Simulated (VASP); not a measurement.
A run of VASP 6.6.1 is set up as follows.

Contents of INCAR:

```
SYSTEM = As
ALGO     = Normal         ! electronic algorithm
EDIFF    = 1E-7           ! SCF threshold, eV
ENCUT    = 520            ! plane-wave cutoff, eV
GGA      = PS             ! functional
ISIF     = 2              ! what is computed and relaxed
ISMEAR   = 0              ! smearing method
LASPH    = .True.         ! aspherical terms in the spheres
LCHARG   = .False.        ! write CHGCAR
LREAL    = .False.        ! projectors in reciprocal space
LWAVE    = .False.        ! write WAVECAR
NBANDS   = 8              ! bands
NELM     = 100            ! most SCF steps
PREC     = Accurate       ! precision mode
SIGMA    = 0.1            ! smearing width, eV
```

The input KPOINTS:

```
k-points
0
Gamma
  8 8 8
  0 0 0
```

Contents of POSCAR:

```
As
1.0
   -1.5006253105      1.5006253105      2.2829824967
    1.5006253105     -1.5006253105      2.2829824967
    1.5006253105      1.5006253105     -2.2829824967
As
1
Direct
    0.0000000000      0.0000000000      0.0000000000
```

Potentials or basis: VASP PAW PBE potentials, release 64 (As).

The run is started by

```bash
$ cat potpaw_PBE.64/As/POTCAR > POTCAR
$ mpirun -np 1 vasp_std > vasp.out
```

(1) Predict the pressure.

Results:

(1) -7.9 GPa.

Caveat: the k points lie up to 0.37 Å⁻¹ apart; the PAW data sets were made with another functional, which shifts forces and pressure a little.
